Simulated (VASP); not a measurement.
Set up this calculation in VASP 6.6.1, as the native input.

| Quantity | Value |
| --- | --- |
| Task | single point |
| Functional | PBEsol |
| Potentials or basis | VASP PAW PBE potentials, release 64 (Ga_d, Sb) |
| Cutoff | 500 eV |
| k mesh | 8 × 8 × 8 |
| Occupations | fermi-dirac, width 0.1 eV |
| Spin | no spin polarisation |
| Dipole correction | no |
| Further INCAR settings | ALGO = Normal; EDIFF = 1e-06; NBANDS = 16 |

The structure of GaSb lies in POSCAR:

```
GaSb
1.0
   -2.7806974958      2.7806974958      1.6064575986
    2.7806974958     -2.7806974958      1.6064575986
    2.7806974958      2.7806974958     -1.6064575986
Ga Sb
1 1
Direct
    0.2500000000      0.7500000000      0.5000000000
    0.0000000000      0.0000000000      0.0000000000
```

These files were run (other wordings do the same):

INCAR

```
  PREC = Accurate
  ENCUT = 500
  EDIFF = 1E-6
  ISMEAR = -1
  SIGMA = 0.1
  LREAL = F
  LASPH = T
  NELM = 120
  ALGO = Normal
  ISIF = 2
  LWAVE = F
  LCHARG = F
  GGA = PS
  NBANDS = 16
  GGA_COMPAT = F
```

KPOINTS

```
regular mesh
0
Gamma
  8 8 8
```

Potentials or basis: VASP PAW PBE potentials, release 64 (Ga_d, Sb).

Run with:

```console
$ cat potpaw_PBE.64/Ga_d/POTCAR potpaw_PBE.64/Sb/POTCAR > POTCAR
$ mpirun -np 1 vasp_std > vasp.out
```

It gave:

- Pressure: -4.2 GPa
- Band gap on the k mesh: zero (band 9 reaches 7.87 eV, above the bottom of band 10 at 4.11 eV)

Caveat: the PAW data sets were made with another functional, which shifts forces and pressure a little; spin-orbit coupling is left out, which moves the levels of the heavy elements.

Wall time 64 s on 1 thread of AMD EPYC 7R43 64-Core Processor (Zen 3) (shared host), peak memory 0.16 GiB.
